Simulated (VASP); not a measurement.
# Zr (R-3m) in VASP: relaxation of cell and atoms with PBE

Aim: the relaxation of cell and atoms of Zr with PBE.

Program: VASP 6.6.1. These are calculated values, not measurements. Logs are shortened: lines on timing, memory, paths and dates and some standing lists are left out, and cuts for length are marked.

**1. The cell of the first run**

Symmetry: R-3m, No. 166, trigonal system. The conventional cell has a = 4.038 Å, b = 4.038 Å, c = 10.545 Å, α = 90.00°, β = 90.00°, γ = 120.00°. Zr (site symmetry 3m) has 6 Zr at 2.73 to 3.14 Å within 3.6 Å.

**2. Relaxation of cell and atoms, PBE**

File INCAR:

```
PREC     = Accurate       # precision mode
ENCUT    = 600            # plane-wave cutoff, eV
EDIFF    = 1E-6           # SCF threshold, eV
ISMEAR   = 0              # smearing method
SIGMA    = 0.1            # smearing width, eV
LREAL    = F              # projectors in reciprocal space
LASPH    = T              # aspherical terms in the spheres
NELM     = 100            # most SCF steps
ALGO     = Normal         # electronic algorithm
ISIF     = 3              # what is computed and relaxed
LWAVE    = F              # write WAVECAR
LCHARG   = F              # write CHGCAR
GGA      = PE             # functional
IBRION   = 2              # ionic algorithm
NSW      = 90             # ionic steps
EDIFFG   = -0.04          # ionic threshold
```

File KPOINTS:

```
regular mesh
0
Gamma
  6 6 6
```

File POSCAR:

```
Zr
1.0
    2.0190817519      1.1657173930      3.5150380880
   -2.0190817519      1.1657173930      3.5150380880
    0.0000000000     -2.3314347858      3.5150380880
Zr
2
Direct
    0.2336400000      0.2336400000      0.2336400000
    0.7663600000      0.7663600000      0.7663600000
```

Potentials or basis: VASP PAW PBE potentials, release 64 (Zr_sv).

Run with:

```console
$ cat potpaw_PBE.64/Zr_sv/POTCAR > POTCAR
$ mpirun -np 1 vasp_std > vasp.out
```

OUTCAR:

```text
PREC = Accurate
   ENCUT = 600
   EDIFF = 1E-6
   ISMEAR = 0
   LREAL = F
   LASPH = T
   NELM = 100
   ISIF = 3
   GGA = PE
   IBRION = 2
   NSW = 90
   EDIFFG = -0.04

 ion  position               nearest neighbor table
   1  0.234  0.234  0.234-   2 2.73   2 2.73   2 2.73   2 3.14   2 3.14   2 3.14
   2  0.766  0.766  0.766-   1 2.73   1 2.73   1 2.73   1 3.14   1 3.14   1 3.14

  LATTYP: Found a trigonal (rhomboedric) cell.
 ALAT       =     4.2179474773
 COS(alpha) =     0.5417151843

  Lattice vectors:

 A1 = (   2.0190817519,   1.1657173930,   3.5150380880)
 A2 = (  -2.0190817519,   1.1657173930,   3.5150380880)
 A3 = (   0.0000000000,  -2.3314347858,   3.5150380880)

Analysis of symmetry for initial positions (statically):
=====================================================================
 Subroutine PRICEL returns:
 Original cell was already a primitive cell.

 Routine SETGRP: Setting up the symmetry group for a
 trigonal (rhombohedral) supercell.

 Subroutine GETGRP returns: Found 12 space group operations
 (whereof 12 operations were pure point group operations)
 out of a pool of 12 trial point group operations.

The static configuration has the point symmetry D_3d.

Analysis of symmetry for dynamics (positions and initial velocities):
=====================================================================
 Subroutine PRICEL returns:
 Original cell was already a primitive cell.

 Routine SETGRP: Setting up the symmetry group for a
 trigonal (rhombohedral) supercell.

 Subroutine GETGRP returns: Found 12 space group operations
 (whereof 12 operations were pure point group operations)
 out of a pool of 12 trial point group operations.

The dynamic configuration has the point symmetry D_3d.

 Subroutine INISYM returns: Found 12 space group operations
 (whereof 12 operations are pure point group operations),
 and found     1 'primitive' translations

----------------------------------------------------------------------------------------

                                     Primitive cell

  volume of cell :      49.6396

  direct lattice vectors                    reciprocal lattice vectors
     2.019081752  1.165717393  3.515038088     0.247637323  0.142973475  0.094830646
    -2.019081752  1.165717393  3.515038088    -0.247637323  0.142973475  0.094830646
     0.000000000 -2.331434786  3.515038088     0.000000000 -0.285946950  0.094830646

  length of vectors
     4.217947477  4.217947477  4.217947477     0.301261531  0.301261531  0.301261531

  position of ions in fractional coordinates (direct lattice)
[... 101 lines left out ...]
  Fermi-wavevector in a.u.,A,eV,Ry     =   1.284899  2.428108 22.462759  1.650966
  Thomas-Fermi vector in A             =   2.417066
   LORBIT       =      0    0 simple, 1 ext, 2 COOP (PROOUT), +10 PAW based schemes
   GGA     = PE    functional components
   LHFCALC =     F    Hartree Fock is set to
   AEXX    =    0.0000 exact exchange contribution
   IVDW    =     0    specifies the selected vdW correction
   LEPSILON=     F    determine dielectric tensor
   LRPA    =     F    only Hartree local field effects (RPA)
 conjugate gradient relaxation of ions
 non-spin polarized calculation
 Gauss-broadening in eV      SIGMA  =   0.10
  energy-cutoff  :      600.00
  volume of cell :       49.64
 maximum number of plane-waves:      1669
 NGX is ok and might be reduce to    36
   NGX = 17   NGY = 17   NGZ = 17

--------------------------------------- Ionic step        1  -------------------------------------------

 number of electron      24.0000000 magnetization

 Free energy of the ion-electron system (eV)
  ---------------------------------------------------
  ext. energy  EPLUGINS =         0.00000000
  ---------------------------------------------------
  free energy    TOTEN  =       -14.87160921 eV

  energy without entropy =      -14.85824237  energy(sigma->0) =      -14.86492579

------------------------ aborting loop because EDIFF is reached ----------------------------------------

  FORCE on cell =-STRESS in cart. coord.  units (eV):
  Direction    XX          YY          ZZ          XY          YZ          ZX
  --------------------------------------------------------------------------------------
  -------------------------------------------------------------------------------------
  Total        0.3109586      0.3109586     -0.5883367     -0.0000000     -0.0000000      0.0000000
  in kB       10.0365545     10.0365545    -18.9892618     -0.0000000     -0.0000000      0.0000000
  external PRESSURE =       0.3612824 kB  Pullay stress =       0.0000000 kB
[... 89 lines left out ...]
  FREE ENERGIE OF THE ION-ELECTRON SYSTEM (eV)
  ---------------------------------------------------
  free  energy   TOTEN  =       -15.2804646712 eV

  energy  without entropy=      -15.2557445188  energy(sigma->0) =      -15.26810459

[... ionic steps 4 to 27 ...]

--------------------------------------- Ionic step       28  -------------------------------------------

 number of electron      24.0000000 magnetization

------------------------ aborting loop because EDIFF is reached ----------------------------------------
[... 67 lines left out ...]
--------------------------------------- Ionic step       30  -------------------------------------------

 number of electron      24.0000000 magnetization

 Free energy of the ion-electron system (eV)
  ---------------------------------------------------
  ext. energy  EPLUGINS =         0.00000000
  ---------------------------------------------------
  free energy    TOTEN  =       -16.93838319 eV

  energy without entropy =      -16.92016234  energy(sigma->0) =      -16.92927276

 E-fermi :   8.9048     XC(G=0): -11.1116

 val. band max:        8.8472883017   @ k =   0.3333   0.1667   0.1667
 cond. band min:       8.9258760104   @ k =   0.5000   0.1667   0.0000
 fundamental gap:      0.0785877087
 Fermi energy:         8.9048207147

 k-point     1 :       0.0000    0.0000    0.0000
  band No.  band energies     occupation
      1     -39.7472      2.00000
      2     -39.6018      2.00000
      3     -18.2401      2.00000
      4     -17.3854      2.00000
      5     -17.3854      2.00000
      6     -17.2579      2.00000
[... 433 lines left out ...]
      3     -18.1353      2.00000
      4     -18.0761      2.00000
      5     -17.6700      2.00000
      6     -17.5493      2.00000
[... 8 lines left out ...]
     15      10.5183      0.00000
     16      12.5411      0.00000

 [... further k-points ...]
[... 5 lines left out ...]
  --------------------------------------------------------------------------------------
  -------------------------------------------------------------------------------------
  Total       -0.0461043     -0.0461043      0.0249988      0.0000000     -0.0000000      0.0000000
  in kB       -1.5961400     -1.5961400      0.8654640      0.0000000     -0.0000000      0.0000000
  external PRESSURE =      -0.7756053 kB  Pullay stress =       0.0000000 kB
[... 17 lines left out ...]
  FREE ENERGIE OF THE ION-ELECTRON SYSTEM (eV)
  ---------------------------------------------------
  free  energy   TOTEN  =       -16.9383831889 eV

  energy  without entropy=      -16.9201623362  energy(sigma->0) =      -16.92927276

 reached required accuracy - stopping structural energy minimisation
```

Wall time 8.3 min (1 thread of Intel Xeon Platinum 8259CL at 2.50GHz (Skylake/Cascade Lake), shared host); peak memory 0.24 GiB.

Results:

* Free energy: -16.9384 eV
* Relaxed volume: 23.14 Å³/atom
* Relaxed cell: a = 5.533 Å, b = 5.533 Å, c = 5.533 Å, α = 33.63°, β = 33.63°, γ = 33.63°
* Space group after relaxing (to 0.1 Å): Fm-3m (No. 225)
* Energy gained by relaxing: 1033.4 meV/atom
* Ionic steps: 30
* Pressure after relaxing: -0.1 GPa
* Largest force after relaxing: 0.018 eV/Å
* Band gap on the k mesh: zero (bands 12 and 13 overlap by 1.06 eV)

Forces on the atoms (eV/Å):
```
Zr   0.000  0.000  0.018
Zr   0.000  0.000 -0.018
```

Stress tensor (GPa, compression positive):
```
-0.16  0.00  0.00
 0.00 -0.16  0.00
 0.00  0.00  0.09
```

The path:
```tsv
step	energy change (eV)	largest force (eV/Å)	pressure (GPa)	volume (Å³)
1	0.0000	2.4550	0.04	49.64
2	-0.3764	0.8085	0.02	49.67
3	-0.4089	0.1087	0.17	49.68
4	-0.4111	0.0637	0.17	49.68
5	-0.4456	0.0807	-0.33	49.88
6	-0.6093	0.6940	-2.13	50.29
7	-0.9968	1.7286	-3.68	50.38
8	-1.3316	3.4348	5.04	47.96
9	-1.2736	3.5641	7.81	47.30
10	-1.3022	3.5116	6.64	47.58
11	-1.3043	3.4963	6.64	47.60
12	-1.3103	3.4478	6.64	47.68
13	-1.3195	3.3594	6.63	47.83
14	-1.3272	3.1957	6.62	48.10
15	-1.3269	3.1372	6.63	48.19
16	-1.3372	3.1087	6.46	48.23
17	-1.3674	3.0233	5.87	48.37
18	-1.4238	2.8593	4.76	48.63
19	-1.5222	2.5532	2.68	49.15
20	-1.6649	2.0057	-0.95	50.18
21	-1.7601	0.9806	-6.57	52.22
22	-1.8329	0.8102	-5.88	51.27
23	-1.9838	0.4297	-3.12	48.47
24	-1.9441	0.6887	7.43	43.19
25	-2.0335	0.1995	-0.32	46.52
26	-2.0372	0.0705	0.91	45.83
27	-2.0509	0.0391	0.40	46.06
28	-2.0650	0.0176	-0.96	46.75
29	-2.0650	0.0164	-0.91	46.72
30	-2.0668	0.0183	-0.08	46.28
```

Final structure:
```yaml
crystal:
  lattice:
    - [1.60056, 0.92408, 5.21489]
    - [-1.60056, 0.92408, 5.21489]
    - [0.00000, -1.84817, 5.21489]
  atoms:
    - { symbol: Zr, position: [0.24979, 0.24979, 0.24979] }
    - { symbol: Zr, position: [0.75021, 0.75021, 0.75021] }
```

Caveat: a cell axis changed by over 15 % at a fixed basis, so the end point is rough.
